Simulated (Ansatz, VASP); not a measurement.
## One calculation of Al2Cu, two programs

```xyz
3
Lattice="4.1212 0.0000 0.0000 0.0000 4.1212 0.0000 0.0000 0.0000 2.8847" Properties=species:S:1:pos:R:3 pbc="T T T"
Al    2.0699    0.0081    1.4424
Al   -0.1220    2.0251    1.4424
Cu    0.0478    0.0117    0.0000
```

Change from the starting cell: mode 4 frozen in at -0.122 Å and mode 9 at -0.035 Å (largest displacements).

Alike in both runs: task single point; functional PBE; k mesh 10 × 10 × 14; occupations gaussian, width 0.15 eV; no spin polarisation.

|  | VASP | Ansatz |
| --- | --- | --- |
| version | VASP 6.6.1 | Ansatz 0.2.0 |
| potentials or method | VASP PAW PBE potentials, release 64 (Al, Cu), cutoff 520 eV | scalar-relativistic, plane waves, PAW |
| valence electrons in the cell | 17 | 25 |

VASP gave:

| Item | Value |
| --- | --- |
| gap on the k mesh at the Fermi level (eV) | none |
| pressure (GPa) | 0.1 |
| traceless stress, the component that is largest in VASP (GPa) | 0.25 |
| rms of the force components (eV/Å) | 0.202 |

Q: What did Ansatz give for the same quantities?

A: gap on the k mesh at the Fermi level (eV): none; pressure (GPa): 0.3; traceless stress, the component that is largest in VASP (GPa): 0.26; rms of the force components (eV/Å): 0.202.

Atom by atom the forces differ by 0.002 eV/Å (rms over components). A gap of «none» marks a metal or a gap that the smearing closes. The functional is the same, so the differences come from potentials, cutoffs and numerics. VASP's potentials hold 17 valence electrons a cell and Ansatz's 25, so a difference there can come from the potentials and not from the codes.
